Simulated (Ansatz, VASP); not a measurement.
One calculation of ScAl3P2, two programs

The input INCAR:

```
PREC     = Accurate       # precision mode
ENCUT    = 520            # plane-wave cutoff, eV
EDIFF    = 1E-6           # SCF threshold, eV
ISMEAR   = 0              # smearing method
SIGMA    = 0.1            # smearing width, eV
LREAL    = F              # projectors in reciprocal space
LASPH    = T              # aspherical terms in the spheres
NELM     = 150            # most SCF steps
ALGO     = Normal         # electronic algorithm
ISIF     = 2              # what is computed and relaxed
LWAVE    = F              # write WAVECAR
LCHARG   = F              # write CHGCAR
ISPIN    = 2              # spin polarisation
MAGMOM   = 1 0 0 0 0 0    # initial moments
LORBIT   = 11             # projections on sites
LMAXMIX  = 4              # l up to which the mixer works
GGA      = PE             # functional
NBANDS   = 28             # bands
```

KPOINTS

```
regular mesh
0
Gamma
  4 4 4
```

File POSCAR:

```
ScAl3P2
1.0
    4.8932986009      0.0000000000      0.0000000000
    0.0000000000      4.8932986009      0.0000000000
    0.0000000000      0.0000000000      5.2199884397
Sc Al P
1 3 2
Direct
    0.0000000000      0.0000000000      0.0000000000
    0.5000000000      0.0000000000      0.5000000000
    0.0000000000      0.5000000000      0.5000000000
    0.0000000000      0.0000000000      0.5000000000
    0.5000000000      0.5000000000      0.2096752308
    0.5000000000      0.5000000000      0.7903247692
```

Input for Ansatz:

```yaml
crystal:
  lattice:
    - [4.8932986009, 0.0, 0.0]
    - [0.0, 4.8932986009, 0.0]
    - [0.0, 0.0, 5.2199884397]
  atoms:
    - { symbol: Sc, position: [0.0, 0.0, 0.0], spin: 1.0 }
    - { symbol: Al, position: [0.5, 0.0, 0.5] }
    - { symbol: Al, position: [0.0, 0.5, 0.5] }
    - { symbol: Al, position: [0.0, 0.0, 0.5] }
    - { symbol: P, position: [0.5, 0.5, 0.2096752308] }
    - { symbol: P, position: [0.5, 0.5, 0.7903247692] }
basis:
  ecutwfc: 420
kpoints:
  mp_grid: { grid: [4, 4, 4] }
hamiltonian:
  xc: pbe
scf:
  occupations: { method: gaussian, width: 0.1 }
  lower_state_search: "off"
output:
  forces: true
  stress: true
  eigenvalues: true
  populations: true
magnetization:
  spin_polarized: true
```

Alike in both runs: task single point; functional PBE; k mesh 4 × 4 × 4; occupations gaussian, width 0.1 eV; collinear spin.

|  | VASP | Ansatz |
| --- | --- | --- |
| version | VASP 6.6.1 | Ansatz 0.2.0 |
| potentials or method | VASP PAW PBE potentials, release 64 (Sc_sv, Al, P), cutoff 520 eV | scalar-relativistic, plane waves, PAW |
| valence electrons in the cell | 30 | 30 |

|  | VASP | Ansatz | Ansatz less VASP |
| --- | --- | --- | --- |
| gap on the k mesh at the Fermi level (eV) | none | none | - |
| pressure (GPa) | 0.0 | 0.1 | 0.00 |
| traceless stress, the component that is largest in VASP (GPa) | -0.13 | -0.07 | +0.064 |
| rms of the force components (eV/Å) | 0.014 | 0.000 | -0.0135 |
| net moment per atom (μB) | 0.00 | 0.00 | 0.000 |

Atom by atom the forces differ by 0.014 eV/Å (rms over components). A gap of «none» marks a metal or a gap that the smearing closes. Ansatz's warnings: seeded moment not kept.
